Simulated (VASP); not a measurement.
Input of a VASP 6.6.1 run:

File INCAR:

```
SYSTEM = SnH5
ALGO = Normal
EDIFF = 1E-6
ENCUT = 520
GGA = PE
ISIF = 2
ISMEAR = 0
LASPH = .TRUE.
LCHARG = .FALSE.
LREAL = .FALSE.
LWAVE = .FALSE.
NBANDS = 18
NELM = 60
PREC = Accurate
SIGMA = 0.1
```

KPOINTS

```
k-points
0
G
  6 6 4
  0 0 0
```

File POSCAR:

```
SnH5
1.0
    3.1723049529      0.0000000000      0.0000000000
    0.0000000000      3.1723049529      0.0000000000
    0.0000000000      0.0000000000      5.5175123817
Sn H
1 5
Direct
    0.5000000000      0.5000000000      0.0000000000
    0.5000000000      0.5000000000      0.4299462947
    0.5000000000      0.5000000000      0.5700537053
    0.0000000000      0.0000000000      0.3239468682
    0.0000000000      0.0000000000      0.6760531318
    0.0000000000      0.0000000000      0.5000000000
```

Potentials or basis: VASP PAW PBE potentials, release 64 (Sn_d, H).

The run is started by

```sh
$ cat potpaw_PBE.64/Sn_d/POTCAR potpaw_PBE.64/H/POTCAR > POTCAR
$ mpirun -np 1 vasp_std > vasp.out
```

Problem. Estimate the pressure.

Solution. -0.2 GPa.

Problem. Predict the largest force.

Solution. 0.011 eV/Å.

Forces on the atoms (eV/Å):
```
Sn   0.000  0.000  0.000
H    0.000  0.000  0.011
H    0.000  0.000 -0.011
H    0.000  0.000  0.005
H    0.000  0.000 -0.005
H    0.000  0.000  0.000
```
